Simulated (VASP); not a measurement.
A run of VASP 6.6.1 is set up as follows.

File INCAR:

```
SYSTEM = NdMo
PREC = Accurate
ENCUT = 500
EDIFF = 1E-7
ISMEAR = 0
SIGMA = 0.1
LREAL = .False.
LASPH = .True.
NELM = 200
ALGO = Normal
ISIF = 4
LWAVE = .False.
LCHARG = .False.
GGA = PE
IBRION = 2
NSW = 50
EDIFFG = -0.01
GGA_COMPAT = .False.
NELMIN = 4
LMAXMIX = 6
```

The input KPOINTS:

```
Automatic mesh
0
Gamma
  12 12 12
  0 0 0
```

POSCAR

```
NdMo
1.0
    2.1263644643      1.2276570958      6.3907834198
   -2.1263644643      1.2276570958      6.3907834198
    0.0000000000     -2.4553141916      6.3907834198
Nd Mo
2 2
Direct
    0.1012569388      0.1012569388      0.1012569388
    0.8987430612      0.8987430612      0.8987430612
    0.6810737459      0.6810737459      0.6810737459
    0.3189262541      0.3189262541      0.3189262541
```

Potentials or basis: VASP PAW PBE potentials, release 64 (Nd_3, Mo_sv), 4f in core.

Launch:

```sh
$ cat potpaw_PBE.64/Nd_3/POTCAR potpaw_PBE.64/Mo_sv/POTCAR > POTCAR
$ mpirun -np 1 vasp_std > vasp.out
```

Problem. What does it give for the band gap on the k mesh?

Solution. Zero (bands 25 and 26 overlap by 0.99 eV).

The path:
```csv
step,energy change (eV),largest force (eV/Å),pressure (GPa),volume (Å³)
1,0.0000,0.2749,4.71,100.10
2,-0.0093,0.1525,4.12,100.10
3,-0.0124,0.1045,3.57,100.10
4,-0.0136,0.0460,3.48,100.10
5,-0.0139,0.0003,3.41,100.10
```

Caveat: spin-orbit coupling is left out, which moves the levels of the heavy elements; the 4f electrons are frozen in the core, so they carry no moment and show no levels. Spin polarisation is off, so any magnetic state and its effect on volume and gap are missing.
